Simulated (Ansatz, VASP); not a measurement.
## Si2Mo: VASP beside Ansatz

INCAR

```
ALGO = Normal ; EDIFF = 1E-7
ENCUT = 520 ; GGA = PE
ISIF = 2 ; ISMEAR = 0
LASPH = True ; LCHARG = False
LREAL = False ; LWAVE = False
NBANDS = 18 ; NELM = 80
PREC = Accurate ; SIGMA = 0.017
```

KPOINTS

```
k-points
0
Gamma
  12 12 12
```

File POSCAR:

```
Si2Mo
1.0
   -1.6000000000      1.6000000000      3.9305000000
    1.6000000000     -1.6000000000      3.9305000000
    1.6000000000      1.6000000000     -3.9305000000
Mo Si
1 2
Direct
    0.0000000000      0.0000000000      0.0000000000
    0.6670000000      0.6670000000      0.0000000000
    0.3330000000      0.3330000000      0.0000000000
```

input.yaml

```yaml
crystal:
  lattice:
    - [-1.6, 1.6, 3.9305]
    - [1.6, -1.6, 3.9305]
    - [1.6, 1.6, -3.9305]
  atoms:
    - { symbol: Mo, position: [0.0, 0.0, 0.0] }
    - { symbol: Si, position: [0.667, 0.667, 0.0] }
    - { symbol: Si, position: [0.333, 0.333, 0.0] }
hamiltonian:
  xc: pbe
  pseudopotentials: { kind: paw }
kpoints:
  mp_grid: { grid: [12, 12, 12] }
scf:
  occupations: { method: gaussian, width: 0.017 }
output:
  forces: true
  stress: true
  eigenvalues: true
```

Alike in both runs: task single point; functional PBE; k mesh 12 × 12 × 12; occupations gaussian, width 0.017 eV; no spin polarisation.

```csv
,VASP,Ansatz
version,VASP 6.6.1,Ansatz 0.2.0
potentials or method,"VASP PAW PBE potentials, release 64 (Mo_sv, Si)",Ansatz PAW
plane-wave cutoff (eV),520,420
valence electrons in the cell,22,22
```

Ansatz gave:

| Quantity | Value |
| --- | --- |
| gap on the k mesh at the Fermi level (eV) | none |
| pressure (GPa) | 2.2 |
| traceless stress, the component that is largest in VASP (GPa) | -0.76 |
| rms of the force components (eV/Å) | 0.130 |

Task: Which values does VASP return?

Result: gap on the k mesh at the Fermi level (eV): none; pressure (GPa): 2.4; traceless stress, the component that is largest in VASP (GPa): -0.77; rms of the force components (eV/Å): 0.128.

Atom by atom the forces differ by 0.002 eV/Å (rms over components). A gap of «none» marks a metal or a gap that the smearing closes.
